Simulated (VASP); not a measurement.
# ZrS (Fm-3m) in VASP: a series of runs, part 2 of 2

VASP 6.6.1. The steps go on from the part before.

## 3. Single point, LDA (14.63 Å³/atom)

This run uses another cell than the first one, of 14.63 Å³/atom.

Contents of INCAR:

```
SYSTEM = ZrS
PREC = Accurate ; ENCUT = 520
EDIFF = 1E-6 ; ISMEAR = 0
SIGMA = 0.15 ; LREAL = .FALSE.
LASPH = .TRUE. ; NELM = 60
ALGO = Normal ; ISIF = 2
LWAVE = .FALSE. ; LCHARG = .FALSE.
NBANDS = 16
```

Contents of KPOINTS:

```
regular mesh
0
G
  16 16 16
  0 0 0
```

Contents of POSCAR:

```
ZrS
1.0
    0.0000000000      2.4459881587      2.4459881587
    2.4459881587      0.0000000000      2.4459881587
    2.4459881587      2.4459881587      0.0000000000
Zr S
1 1
Direct
    0.0000000000      0.0000000000      0.0000000000
    0.5000000000      0.5000000000      0.5000000000
```

Potentials or basis: VASP PAW LDA potentials, release 64 (Zr_sv, S).

Launch:

```console
cat potpaw_LDA.64/Zr_sv/POTCAR potpaw_LDA.64/S/POTCAR > POTCAR
mpirun -np 1 vasp_std > vasp.out
```

OUTCAR:

```text
SYSTEM = ZrS
   PREC = Accurate
   ENCUT = 520
   EDIFF = 1E-6
   ISMEAR = 0
   LREAL = .FALSE.
   LASPH = .TRUE.
   NELM = 60
   ISIF = 2

 ion  position               nearest neighbor table
   1  0.000  0.000  0.000-   2 2.45   2 2.45   2 2.45   2 2.45   2 2.45   2 2.45
   2  0.500  0.500  0.500-   1 2.45   1 2.45   1 2.45   1 2.45   1 2.45   1 2.45

  LATTYP: Found a face centered cubic cell.
 ALAT       =     4.8919763174

  Lattice vectors:

 A1 = (   0.0000000000,   2.4459881587,   2.4459881587)
 A2 = (   2.4459881587,   0.0000000000,   2.4459881587)
 A3 = (   2.4459881587,   2.4459881587,   0.0000000000)

Analysis of symmetry for initial positions (statically):
=====================================================================
 Subroutine PRICEL returns:
 Original cell was already a primitive cell.

 Routine SETGRP: Setting up the symmetry group for a
 face centered cubic supercell.

 Subroutine GETGRP returns: Found 48 space group operations
 (whereof 48 operations were pure point group operations)
 out of a pool of 48 trial point group operations.

The static configuration has the point symmetry O_h .

Analysis of symmetry for dynamics (positions and initial velocities):
=====================================================================
 Subroutine PRICEL returns:
 Original cell was already a primitive cell.

 Routine SETGRP: Setting up the symmetry group for a
 face centered cubic supercell.

 Subroutine GETGRP returns: Found 48 space group operations
 (whereof 48 operations were pure point group operations)
 out of a pool of 48 trial point group operations.

The dynamic configuration has the point symmetry O_h .

 Subroutine INISYM returns: Found 48 space group operations
 (whereof 48 operations are pure point group operations),
 and found     1 'primitive' translations

----------------------------------------------------------------------------------------

                                     Primitive cell

  volume of cell :      29.2680

  direct lattice vectors                    reciprocal lattice vectors
     0.000000000  2.445988159  2.445988159    -0.204416362  0.204416362  0.204416362
     2.445988159  0.000000000  2.445988159     0.204416362 -0.204416362  0.204416362
     2.445988159  2.445988159  0.000000000     0.204416362  0.204416362 -0.204416362

  length of vectors
     3.459149627  3.459149627  3.459149627     0.354059524  0.354059524  0.354059524

  position of ions in fractional coordinates (direct lattice)
     0.000000000  0.000000000  0.000000000
     0.500000000  0.500000000  0.500000000

  ion indices of the primitive-cell ions
   primitive index   ion index
                 1           1
                 2           2

----------------------------------------------------------------------------------------

 KPOINTS: regular mesh

Automatic generation of k-mesh.
 Grid dimensions read from file:
 generate k-points for:   16   16   16

 Generating k-lattice:

  Cartesian coordinates                     Fractional coordinates (reciprocal lattice)
    -0.012776023  0.012776023  0.012776023     0.062500000  0.000000000  0.000000000
     0.012776023 -0.012776023  0.012776023     0.000000000  0.062500000  0.000000000
     0.012776023  0.012776023 -0.012776023     0.000000000  0.000000000  0.062500000

  Length of vectors
     0.022128720  0.022128720  0.022128720

  Shift w.r.t. Gamma in fractional coordinates (k-lattice)
     0.000000000  0.000000000  0.000000000

 Subroutine IBZKPT returns following result:
 ===========================================

 Found    145 irreducible k-points:

 Following reciprocal coordinates:
            Coordinates               Weight
  0.000000  0.000000  0.000000      1.000000
  0.062500  0.000000  0.000000      8.000000
  0.125000  0.000000  0.000000      8.000000
  0.187500  0.000000  0.000000      8.000000
  0.250000  0.000000  0.000000      8.000000
  0.312500  0.000000  0.000000      8.000000
[... 16 lines left out ...]
 -0.125000  0.062500  0.000000     24.000000
 -0.062500  0.062500  0.000000     12.000000
 [... further k-points ...]
   k-points           NKPTS =    145   k-points in BZ     NKDIM =    145   number of bands    NBANDS=     16
   number of dos      NEDOS =    301   number of ions     NIONS =      2
   total plane-waves  NPLWV =  21952
   dimension x,y,z NGX =    28 NGY =   28 NGZ =   28
   dimension x,y,z NGXF=    56 NGYF=   56 NGZF=   56
   ions per type =               1   1
   NGX,Y,Z   is equivalent  to a cutoff of  13.46, 13.46, 13.46 a.u.
   NGXF,Y,Z  is equivalent  to a cutoff of  26.91, 26.91, 26.91 a.u.
 SYSTEM =  ZrS
   PREC   = accura    normal or accurate (medium, high low for compatibility)
   ISTART =      0    job   : 0-new  1-cont  2-samecut
   ICHARG =      2    charge: 1-file 2-atom 10-const
   ISPIN  =      1    spin polarized calculation?
   LNONCOLLINEAR =      F non collinear calculations
   LSORBIT =      F    spin-orbit coupling
   LASPH  =      T    aspherical Exc in radial PAW
   ENCUT  =  520.0 eV  38.22 Ry    6.18 a.u.   6.43  6.43  6.43*2*pi/ulx,y,z
   NELM   =     60;   NELMIN=  2; NELMDL= -5     # of ELM steps
   EDIFF  = 0.1E-05   stopping-criterion for ELM
   LREAL  =      F    real-space projection
   EDIFFG = 0.1E-04   stopping-criterion for IOM
   NSW    =      0    number of steps for IOM
   IBRION =     -1    ionic relax: 0-MD 1-quasi-New 2-CG
   NFREE  =      0    steps in history (QN), initial steepest desc. (CG)
   ISIF   =      2    stress and relaxation
   ISYM   =      2    0-nonsym 1-usesym 2-fastsym
   POTIM  = 0.5000    time-step for ionic-motion
   TEBEG  =    0.0;   TEEND  =   0.0 temperature during run
   PSTRESS=    0.0 pullay stress
   NELECT =      18.0000    total number of electrons
   NUPDOWN=      -1.0000    fix difference up-down
   EMIN   =  10.00;   EMAX   =-10.00  energy-range for DOS
   EFERMI =   0.00;   METHOD = LEGACY
   ISMEAR =     0;   SIGMA  =   0.15  broadening in eV -4-tet -1-fermi 0-gaus
   EFERMI_NEDOS =   21; number of points for ismear=-14 and -15
   IALGO  =     38    algorithm
   IMIX   =      4    mixing-type and parameters
     AMIX     =   0.40;   BMIX     =  1.00
     AMIX_MAG =   1.60;   BMIX_MAG =  1.00
  volume/ion in A,a.u.               =      14.63        98.76
  Fermi-wavevector in a.u.,A,eV,Ry     =   1.392199  2.630875 26.371058  1.938218
  Thomas-Fermi vector in A             =   2.515965
   LORBIT       =      0    0 simple, 1 ext, 2 COOP (PROOUT), +10 PAW based schemes
   GGA     = CA    functional components
   LHFCALC =     F    Hartree Fock is set to
   AEXX    =    0.0000 exact exchange contribution
   IVDW    =     0    specifies the selected vdW correction
   LEPSILON=     F    determine dielectric tensor
   LRPA    =     F    only Hartree local field effects (RPA)
 non-spin polarized calculation
 Gauss-broadening in eV      SIGMA  =   0.15
  energy-cutoff  :      520.00
  volume of cell :       29.27
 maximum number of plane-waves:       817
 NGX is ok and might be reduce to    28
   NGX = 13   NGY = 13   NGZ = 13

 number of electron      17.9999999 magnetization

 Free energy of the ion-electron system (eV)
  ---------------------------------------------------
  ext. energy  EPLUGINS =         0.00000000
  ---------------------------------------------------
  free energy    TOTEN  =       -16.77247028 eV

  energy without entropy =      -16.76289282  energy(sigma->0) =      -16.76768155

 E-fermi :  13.3662     XC(G=0): -12.5670

 val. band max:       13.3476702002   @ k =   0.3125   0.1250   0.0625
 cond. band min:      13.3822838994   @ k =   0.1875   0.1250   0.0625
 fundamental gap:      0.0346136992
 Fermi energy:        13.3661560196

 k-point     1 :       0.0000    0.0000    0.0000
  band No.  band energies     occupation
      1     -35.8745      2.00000
      2     -13.9848      2.00000
      3     -13.9848      2.00000
      4     -13.9848      2.00000
      5      -3.3283      2.00000
      6       9.9061      2.00000
[... 8 lines left out ...]
     15      20.5913      0.00000
     16      27.9445      0.00000
[... 419 lines left out ...]
 k-point    24 :      -0.0625    0.0625    0.0000
  band No.  band energies     occupation
      1     -35.8669      2.00000
      2     -14.0681      2.00000
      3     -14.0040      2.00000
      4     -13.9858      2.00000
      5      -3.1187      2.00000
      6       8.8376      2.00000
[... 8 lines left out ...]
     15      21.1936      0.00000
     16      26.6866      0.00000

 [... further k-points ...]

------------------------ aborting loop because EDIFF is reached ----------------------------------------

  FORCE on cell =-STRESS in cart. coord.  units (eV):
  Direction    XX          YY          ZZ          XY          YZ          ZX
  --------------------------------------------------------------------------------------
  -------------------------------------------------------------------------------------
  Total        5.7181859      5.7181859      5.7181859      0.0000000     -0.0000000      0.0000000
  in kB      313.0226800    313.0226800    313.0226800      0.0000000     -0.0000000      0.0000000
  external PRESSURE =     313.0226800 kB  Pullay stress =       0.0000000 kB

 VOLUME and BASIS-vectors are now :
 -----------------------------------------------------------------------------
  energy-cutoff  :      520.00
  volume of cell :       29.27
      direct lattice vectors                 reciprocal lattice vectors
     0.000000000  2.445988159  2.445988159    -0.204416362  0.204416362  0.204416362
     2.445988159  0.000000000  2.445988159     0.204416362 -0.204416362  0.204416362
     2.445988159  2.445988159  0.000000000     0.204416362  0.204416362 -0.204416362

 POSITION                                       TOTAL-FORCE (eV/Angst)
 -----------------------------------------------------------------------------------
      0.00000      0.00000      0.00000        -0.000000      0.000000      0.000000
      2.44599      2.44599      2.44599         0.000000      0.000000     -0.000000
 -----------------------------------------------------------------------------------
    total drift:                                0.000000      0.000000      0.000000

  FREE ENERGIE OF THE ION-ELECTRON SYSTEM (eV)
  ---------------------------------------------------
  free  energy   TOTEN  =       -16.7724702781 eV

  energy  without entropy=      -16.7628928170  energy(sigma->0) =      -16.76768155
```

It took 39 s on 1 thread of Intel Xeon 6975P-C (Granite Rapids), shared host; peak memory 0.18 GiB.

Results:

```yaml
Free_energy: -16.7725 eV
Pressure: 31.3 GPa
Band_gap_on_the_k_mesh: zero (bands 9 and 10 overlap by 3.90 eV)
```

Caveat: the cell stands under pressure.

## 4. Single point, LDA (15.40 Å³/atom)

This run uses another cell than the first one, of 15.40 Å³/atom.

Contents of INCAR:

```
SYSTEM = ZrS
PREC = Accurate
ENCUT = 520
EDIFF = 1E-6
ISMEAR = 0
SIGMA = 0.15
LREAL = .False.
LASPH = .True.
NELM = 80
ALGO = Normal
ISIF = 2
LWAVE = .False.
LCHARG = .False.
NBANDS = 16
```

Contents of KPOINTS:

```
regular mesh
0
Gamma
  16 16 16
  0 0 0
```

Contents of POSCAR:

```
ZrS
1.0
    0.0000000000      2.4876726478      2.4876726478
    2.4876726478      0.0000000000      2.4876726478
    2.4876726478      2.4876726478      0.0000000000
Zr S
1 1
Direct
    0.0000000000      0.0000000000      0.0000000000
    0.5000000000      0.5000000000      0.5000000000
```

Potentials or basis: VASP PAW LDA potentials, release 64 (Zr_sv, S).

Launch:

```console
cat potpaw_LDA.64/Zr_sv/POTCAR potpaw_LDA.64/S/POTCAR > POTCAR
mpirun -np 1 vasp_std > vasp.out
```

OUTCAR:

```text
SYSTEM = ZrS
   PREC = Accurate
   ENCUT = 520
   EDIFF = 1E-6
   ISMEAR = 0
   LREAL = .False.
   LASPH = .True.
   NELM = 80
   ISIF = 2

 ion  position               nearest neighbor table
   1  0.000  0.000  0.000-   2 2.49   2 2.49   2 2.49   2 2.49   2 2.49   2 2.49
   2  0.500  0.500  0.500-   1 2.49   1 2.49   1 2.49   1 2.49   1 2.49   1 2.49

  LATTYP: Found a face centered cubic cell.
 ALAT       =     4.9753452956

  Lattice vectors:

 A1 = (   0.0000000000,   2.4876726478,   2.4876726478)
 A2 = (   2.4876726478,   0.0000000000,   2.4876726478)
 A3 = (   2.4876726478,   2.4876726478,   0.0000000000)

Analysis of symmetry for initial positions (statically):
=====================================================================
 Subroutine PRICEL returns:
 Original cell was already a primitive cell.

 Routine SETGRP: Setting up the symmetry group for a
 face centered cubic supercell.

 Subroutine GETGRP returns: Found 48 space group operations
 (whereof 48 operations were pure point group operations)
 out of a pool of 48 trial point group operations.

The static configuration has the point symmetry O_h .

Analysis of symmetry for dynamics (positions and initial velocities):
=====================================================================
 Subroutine PRICEL returns:
 Original cell was already a primitive cell.

 Routine SETGRP: Setting up the symmetry group for a
 face centered cubic supercell.

 Subroutine GETGRP returns: Found 48 space group operations
 (whereof 48 operations were pure point group operations)
 out of a pool of 48 trial point group operations.

The dynamic configuration has the point symmetry O_h .

 Subroutine INISYM returns: Found 48 space group operations
 (whereof 48 operations are pure point group operations),
 and found     1 'primitive' translations

----------------------------------------------------------------------------------------

                                     Primitive cell

  volume of cell :      30.7900
[... 110 lines left out ...]
  volume/ion in A,a.u.               =      15.40       103.89
  Fermi-wavevector in a.u.,A,eV,Ry     =   1.368871  2.586791 25.494693  1.873807
  Thomas-Fermi vector in A             =   2.494796
   LORBIT       =      0    0 simple, 1 ext, 2 COOP (PROOUT), +10 PAW based schemes
   GGA     = CA    functional components
   LHFCALC =     F    Hartree Fock is set to
   AEXX    =    0.0000 exact exchange contribution
   IVDW    =     0    specifies the selected vdW correction
   LEPSILON=     F    determine dielectric tensor
   LRPA    =     F    only Hartree local field effects (RPA)
 non-spin polarized calculation
 Gauss-broadening in eV      SIGMA  =   0.15
  energy-cutoff  :      520.00
  volume of cell :       30.79
 maximum number of plane-waves:       869
 NGX is ok and might be reduce to    28
   NGX = 13   NGY = 13   NGZ = 13

 number of electron      18.0000000 magnetization

 Free energy of the ion-electron system (eV)
  ---------------------------------------------------
  ext. energy  EPLUGINS =         0.00000000
  ---------------------------------------------------
  free energy    TOTEN  =       -17.00653520 eV

  energy without entropy =      -16.99592341  energy(sigma->0) =      -17.00122930

 E-fermi :  12.6522     XC(G=0): -12.3152

 val. band max:       12.6459874599   @ k =   0.1875   0.1250   0.0625
 cond. band min:      12.7037230157   @ k =  -0.2500   0.5000   0.2500
 fundamental gap:      0.0577355558
 Fermi energy:        12.6521745811

 k-point     1 :       0.0000    0.0000    0.0000
  band No.  band energies     occupation
      1     -36.6969      2.00000
      2     -14.8140      2.00000
      3     -14.8140      2.00000
      4     -14.8140      2.00000
      5      -3.8237      2.00000
      6       9.1660      2.00000
[... 433 lines left out ...]
      3     -14.8299      2.00000
      4     -14.8150      2.00000
      5      -3.6367      2.00000
      6       8.1712      2.00000
[... 8 lines left out ...]
     15      20.4389      0.00000
     16      25.4587      0.00000

 [... further k-points ...]

------------------------ aborting loop because EDIFF is reached ----------------------------------------

  FORCE on cell =-STRESS in cart. coord.  units (eV):
  Direction    XX          YY          ZZ          XY          YZ          ZX
  --------------------------------------------------------------------------------------
  -------------------------------------------------------------------------------------
  Total        3.5209247      3.5209247      3.5209247     -0.0000000      0.0000000      0.0000000
  in kB      183.2135671    183.2135671    183.2135671     -0.0000000      0.0000000      0.0000000
  external PRESSURE =     183.2135671 kB  Pullay stress =       0.0000000 kB

 VOLUME and BASIS-vectors are now :
 -----------------------------------------------------------------------------
  energy-cutoff  :      520.00
  volume of cell :       30.79
      direct lattice vectors                 reciprocal lattice vectors
     0.000000000  2.487672648  2.487672648    -0.200991075  0.200991075  0.200991075
     2.487672648  0.000000000  2.487672648     0.200991075 -0.200991075  0.200991075
     2.487672648  2.487672648  0.000000000     0.200991075  0.200991075 -0.200991075

 POSITION                                       TOTAL-FORCE (eV/Angst)
 -----------------------------------------------------------------------------------
      0.00000      0.00000      0.00000        -0.000000      0.000000      0.000000
      2.48767      2.48767      2.48767         0.000000      0.000000     -0.000000
 -----------------------------------------------------------------------------------
    total drift:                                0.000000      0.000000      0.000000

  FREE ENERGIE OF THE ION-ELECTRON SYSTEM (eV)
  ---------------------------------------------------
  free  energy   TOTEN  =       -17.0065351982 eV

  energy  without entropy=      -16.9959234054  energy(sigma->0) =      -17.00122930
```

Run time: 32 s. Hardware: 1 thread of Intel Xeon 6975P-C (Granite Rapids), shared host; peak memory 0.18 GiB.

Results:

```yaml
Free_energy: -17.0065 eV
Pressure: 18.3 GPa
Band_gap_on_the_k_mesh: zero (bands 9 and 10 overlap by 3.61 eV)
```

Caveat: the cell stands under pressure.

## 5. Single point, LDA (16.16 Å³/atom)

This run uses another cell than the first one, of 16.16 Å³/atom.

Contents of INCAR:

```
SYSTEM = ZrS
ALGO     = Normal         ! electronic algorithm
EDIFF    = 1E-6           ! SCF threshold, eV
ENCUT    = 520            ! plane-wave cutoff, eV
ISIF     = 2              ! what is computed and relaxed
ISMEAR   = 0              ! smearing method
LASPH    = .True.         ! aspherical terms in the spheres
LCHARG   = .False.        ! write CHGCAR
LREAL    = .False.        ! projectors in reciprocal space
LWAVE    = .False.        ! write WAVECAR
NBANDS   = 16             ! bands
NELM     = 60             ! most SCF steps
PREC     = Accurate       ! precision mode
SIGMA    = 0.15           ! smearing width, eV
```

Contents of KPOINTS:

```
k-points
0
Gamma
  16 16 16
  0 0 0
```

Contents of POSCAR:

```
ZrS
1.0
    0.0000000000      2.5280572712      2.5280572712
    2.5280572712      0.0000000000      2.5280572712
    2.5280572712      2.5280572712      0.0000000000
Zr S
1 1
Direct
    0.0000000000      0.0000000000      0.0000000000
    0.5000000000      0.5000000000      0.5000000000
```

Launch:

```console
cat potpaw_LDA.64/Zr_sv/POTCAR potpaw_LDA.64/S/POTCAR > POTCAR
mpirun -np 1 vasp_std > vasp.out
```

Run time: 33 s. Hardware: 1 thread of Intel Xeon 6975P-C (Granite Rapids), shared host; peak memory 0.19 GiB.

The run converged. Its results:

```yaml
Free_energy: -17.1312 eV
Pressure: 8.1 GPa
Band_gap_on_the_k_mesh: zero (bands 9 and 10 overlap by 3.35 eV)
```

Levels at points of the mesh, in eV from the Fermi level:
```tsv
k point	band 5	band 6	band 7	band 8	band 9	band 10	band 11	band 12	band 13	band 14
(0.00, 0.00, 0.00)	-16.26	-3.50	-3.50	-3.50	-1.63	-1.63	-1.63	-0.84	-0.84	2.83
(0.50, 0.00, 0.00)	-14.24	-8.56	-6.40	-6.40	1.72	1.72	2.04	2.17	6.12	6.12
(0.50, 0.50, 0.00)	-15.34	-6.35	-4.46	-4.46	-4.00	0.55	2.79	2.79	3.33	4.23
```

Caveat: the cell stands under pressure.

## 6. Summary

| cell | gap on the mesh (eV) | pressure (GPa) |
| --- | --- | --- |
| a = 3.398 Å, angles 60.0°, 2 atoms | none | 47.9 |
| a = 3.459 Å, angles 60.0°, 2 atoms | none | 31.3 |
| a = 3.518 Å, angles 60.0°, 2 atoms | none | 18.3 |
| a = 3.575 Å, angles 60.0°, 2 atoms | none | 8.1 |

Alike in all rows: task single point; level LDA; potentials or basis VASP PAW LDA potentials, release 64 (Zr_sv, S); no spin polarisation; k mesh 16 × 16 × 16; cutoff (eV) 520; smearing gaussian 0.15 eV.

Caveats: the cell stands under pressure.

Absolute energies hang on the potentials; compare differences alone.
